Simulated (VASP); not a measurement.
PtSe:

```
Pt Se
1.0
     0.00000    2.79841    2.79841
     2.79841    0.00000    2.79841
     2.79841    2.79841    0.00000
Pt Se
1 1
Cartesian
  2.7984 2.7984 2.7984
  0.0000 0.0000 0.0000
```

```yaml
Program: VASP 6.6.1
Task: relaxation of cell and atoms
Functional: PBE0
Potentials_or_basis: VASP PAW PBE potentials, release 64 (Pt, Se)
Cutoff: 600 eV
k_mesh: 4 × 4 × 4
Occupations: fermi-dirac, width 0.05 eV
Spin: no spin polarisation
```

At the start: pressure -16.2 GPa; volume 21.91 Å³/atom.

Problem. Where does the relaxation end?

Solution. Over 6 steps the energy falls by 266.8 meV/atom and the volume is 17.88 Å³/atom (-18.4 %); space group Fm-3m (No. 225, to 0.1 Å) before and after.

The path:
```csv
step,energy change (eV),largest force (eV/Å),pressure (GPa),volume (Å³)
1,0.0000,0.0000,-16.22,43.83
2,-0.1758,0.0000,28.94,31.21
3,-0.5335,0.0000,-0.43,35.87
4,-0.5336,0.0000,0.16,35.72
5,-0.5336,0.0000,-0.16,35.81
6,-0.5337,0.0000,-0.02,35.76
```

Final structure:
```
CELL_PARAMETERS angstrom
0.00000 2.61484 2.61484
2.61484 0.00000 2.61484
2.61484 2.61484 0.00000
ATOMIC_POSITIONS crystal
Pt 0.50000 0.50000 0.50000
Se 0.00000 0.00000 0.00000
```

Caveat: the k points lie up to 0.52 Å⁻¹ apart in the final cell, too coarse for converged energies and pressures of a metal; the volume moved by over 15 % at a fixed basis, so the end points are rough; the PAW data sets were made with another functional, which shifts forces and pressure a little.
